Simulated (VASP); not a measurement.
# C (C2/m) in VASP: a series of runs, part 2 of 2

VASP 6.6.1.

## (3) Single point, PBEsol

File INCAR:

```
ALGO = Normal
EDIFF = 1E-6
ENCUT = 600
GGA = PS
GGA_COMPAT = F
ISIF = 2
ISMEAR = 0
LASPH = T
LCHARG = F
LREAL = F
LWAVE = F
NBANDS = 16
NELM = 120
PREC = Accurate
SIGMA = 0.15
```

File KPOINTS:

```
k-points
0
Gamma
  18 18 6
```

File POSCAR:

```
C
1.0
    1.2294745828     -2.1290849001      0.0000000000
    1.2294745828      2.1290849001      0.0000000000
    0.0000000000      0.0000000000      7.3778161753
C
4
Direct
   -0.0899230834      0.7434336106      0.7498447213
    0.7565663894      0.5899230834      0.2501552787
    1.0899230834      0.2565663894      0.2501552787
    0.2434336106      0.4100769166      0.7498447213
```

Potentials or basis: VASP PAW PBE potentials, release 64 (C).

Launch:

```
$ cat potpaw_PBE.64/C/POTCAR > POTCAR
$ mpirun -np 1 vasp_std > vasp.out
```

OUTCAR:

```text
EDIFF = 1E-6
   ENCUT = 600
   GGA = PS
   ISIF = 2
   ISMEAR = 0
   LASPH = T
   LREAL = F
   NELM = 120
   PREC = Accurate

 ion  position               nearest neighbor table
   1  0.910  0.743  0.750-   4 1.42   4 1.42   4 1.42
   2  0.757  0.590  0.250-   3 1.42   3 1.42   3 1.42
   3  0.090  0.257  0.250-   2 1.42   2 1.42   2 1.42
   4  0.243  0.410  0.750-   1 1.42   1 1.42   1 1.42

  LATTYP: Found a base centered orthorhombic cell.
 ALAT       =     2.4589491656
 B/A-ratio  =     1.7317030623
 C/A-ratio  =     3.0003939400

  Lattice vectors:

 A1 = (   1.2294745828,  -2.1290849001,   0.0000000000)
 A2 = (   1.2294745828,   2.1290849001,   0.0000000000)
 A3 = (   0.0000000000,   0.0000000000,   7.3778161753)

Analysis of symmetry for initial positions (statically):
=====================================================================
 Subroutine PRICEL returns:
 Original cell was already a primitive cell.

 Routine SETGRP: Setting up the symmetry group for a
 base centered orthorhombic supercell.

 Subroutine GETGRP returns: Found  4 space group operations
 (whereof  2 operations were pure point group operations)
 out of a pool of  8 trial point group operations.

The static configuration has the point symmetry S_2 .
 The point group associated with its full space group is C_2h.

Analysis of symmetry for dynamics (positions and initial velocities):
=====================================================================
 Subroutine PRICEL returns:
 Original cell was already a primitive cell.

 Routine SETGRP: Setting up the symmetry group for a
 base centered orthorhombic supercell.

 Subroutine GETGRP returns: Found  4 space group operations
 (whereof  2 operations were pure point group operations)
 out of a pool of  8 trial point group operations.

[... 118 lines left out ...]
   EMIN   =  10.00;   EMAX   =-10.00  energy-range for DOS
   EFERMI =   0.00;   METHOD = LEGACY
   ISMEAR =     0;   SIGMA  =   0.15  broadening in eV -4-tet -1-fermi 0-gaus
   EFERMI_NEDOS =   21; number of points for ismear=-14 and -15
   IALGO  =     38    algorithm
   IMIX   =      4    mixing-type and parameters
     AMIX     =   0.40;   BMIX     =  1.00
     AMIX_MAG =   1.60;   BMIX_MAG =  1.00
  volume/ion in A,a.u.               =       9.66        65.16
  Fermi-wavevector in a.u.,A,eV,Ry     =   1.220370  2.306164 20.263182  1.489302
  Thomas-Fermi vector in A             =   2.355589
   LORBIT       =      0    0 simple, 1 ext, 2 COOP (PROOUT), +10 PAW based schemes
   GGA     = PS    functional components
   LHFCALC =     F    Hartree Fock is set to
   AEXX    =    0.0000 exact exchange contribution
   IVDW    =     0    specifies the selected vdW correction
   LEPSILON=     F    determine dielectric tensor
   LRPA    =     F    only Hartree local field effects (RPA)
 non-spin polarized calculation
 Gauss-broadening in eV      SIGMA  =   0.15
  energy-cutoff  :      600.00
  volume of cell :       38.63
 maximum number of plane-waves:      1326
   NGX =  9   NGY =  9   NGZ = 29

 number of electron      15.9999999 magnetization

 Free energy of the ion-electron system (eV)
  ---------------------------------------------------
  ext. energy  EPLUGINS =         0.00000000
  ---------------------------------------------------
  free energy    TOTEN  =       -38.57588309 eV

  energy without entropy =      -38.57535626  energy(sigma->0) =      -38.57561968

 E-fermi :   3.8595     XC(G=0):  -9.8810

 val. band max:        3.8590599761   @ k =   0.3333   0.3333   0.5000
 cond. band min:       3.8599956029   @ k =   0.3333   0.3333   0.5000
 fundamental gap:      0.0009356268
 Fermi energy:         3.8594553678

 k-point     1 :       0.0000    0.0000    0.0000
  band No.  band energies     occupation
      1     -15.7520      2.00000
      2     -15.6098      2.00000
      3      -4.4212      2.00000
      4      -3.2114      2.00000
      5       0.8665      2.00000
      6       0.8686      2.00000
[... 433 lines left out ...]
      3      -3.2681      2.00000
      4      -2.1596      2.00000
      5      -2.1269      2.00000
      6      -2.1084      2.00000
[... 8 lines left out ...]
     15      15.2883      0.00000
     16      15.3280      0.00000

 [... further k-points ...]
[... 5 lines left out ...]
  --------------------------------------------------------------------------------------
  -------------------------------------------------------------------------------------
  Total        0.0953975      0.1241165      0.0748824      0.0000000      0.0000000      0.0004042
  in kB        3.9571029      5.1483700      3.1061341      0.0000000      0.0000000      0.0167662
  external PRESSURE =       4.0705357 kB  Pullay stress =       0.0000000 kB

 VOLUME and BASIS-vectors are now :
 -----------------------------------------------------------------------------
  energy-cutoff  :      600.00
  volume of cell :       38.63
      direct lattice vectors                 reciprocal lattice vectors
     1.229474583 -2.129084900  0.000000000     0.406677785 -0.234842678  0.000000000
     1.229474583  2.129084900  0.000000000     0.406677785  0.234842678  0.000000000
     0.000000000  0.000000000  7.377816175     0.000000000  0.000000000  0.135541463

 POSITION                                       TOTAL-FORCE (eV/Angst)
 -----------------------------------------------------------------------------------
      2.03295     -0.35480      5.53222         0.007725     -0.002135      0.000278
      1.65547     -0.35480      1.84560        -0.007725     -0.002135     -0.000278
      0.42600      0.35480      1.84560        -0.007725      0.002135     -0.000278
      0.80347      0.35480      5.53222         0.007725      0.002135      0.000278
 -----------------------------------------------------------------------------------
    total drift:                               -0.000000      0.000000     -0.000000

  FREE ENERGIE OF THE ION-ELECTRON SYSTEM (eV)
  ---------------------------------------------------
  free  energy   TOTEN  =       -38.5758830930 eV

  energy  without entropy=      -38.5753562609  energy(sigma->0) =      -38.57561968
```

OSZICAR:

```text
N       E                     dE             d eps       ncg     rms          rms(c)
DAV:   1     0.429580181404E+02    0.42958E+02   -0.84702E+03 16776   0.102E+03
DAV:   2    -0.377130133505E+02   -0.80671E+02   -0.72999E+02 23328   0.200E+02
DAV:   3    -0.410018177837E+02   -0.32888E+01   -0.32670E+01 22712   0.385E+01
DAV:   4    -0.410317903979E+02   -0.29973E-01   -0.29962E-01 20856   0.439E+00
DAV:   5    -0.410322752941E+02   -0.48490E-03   -0.48486E-03 22048   0.532E-01    0.905E+00
DAV:   6    -0.391723381367E+02    0.18599E+01   -0.12920E+00 20032   0.698E+00    0.524E+00
DAV:   7    -0.385679414410E+02    0.60440E+00   -0.15671E+00 21112   0.782E+00    0.134E+00
DAV:   8    -0.385766628544E+02   -0.87214E-02   -0.71770E-02 20624   0.159E+00    0.243E-01
DAV:   9    -0.385755908599E+02    0.10720E-02   -0.17118E-03 21792   0.280E-01    0.102E-01
DAV:  10    -0.385758846457E+02   -0.29379E-03   -0.91370E-04 18456   0.175E-01    0.723E-02
DAV:  11    -0.385758806983E+02    0.39474E-05   -0.28688E-05 22080   0.339E-02    0.184E-02
DAV:  12    -0.385758830073E+02   -0.23090E-05   -0.25931E-06 18728   0.117E-02    0.278E-03
DAV:  13    -0.385758830930E+02   -0.85738E-07   -0.37248E-07 16496   0.464E-03
   1 F= -.38575883E+02 E0= -.38575620E+02  d E =-.526832E-03
```

Wall time 8.7 min (1 thread of Intel Xeon 8259CL, shared host); peak memory 0.38 GiB.

What came out:

| Property | Result |
| --- | --- |
| Free energy | -38.5759 eV |
| Pressure | 0.4 GPa |
| Largest force | 0.008 eV/Å |

Forces on the atoms (eV/Å):
```
C    0.008 -0.002  0.000
C   -0.008 -0.002  0.000
C   -0.008  0.002  0.000
C    0.008  0.002  0.000
```

Caveat: this functional lacks dispersion, which binds the layers, so the pressure and a relaxed spacing across them are unreliable; the PAW data sets were made with another functional, which shifts forces and pressure a little.
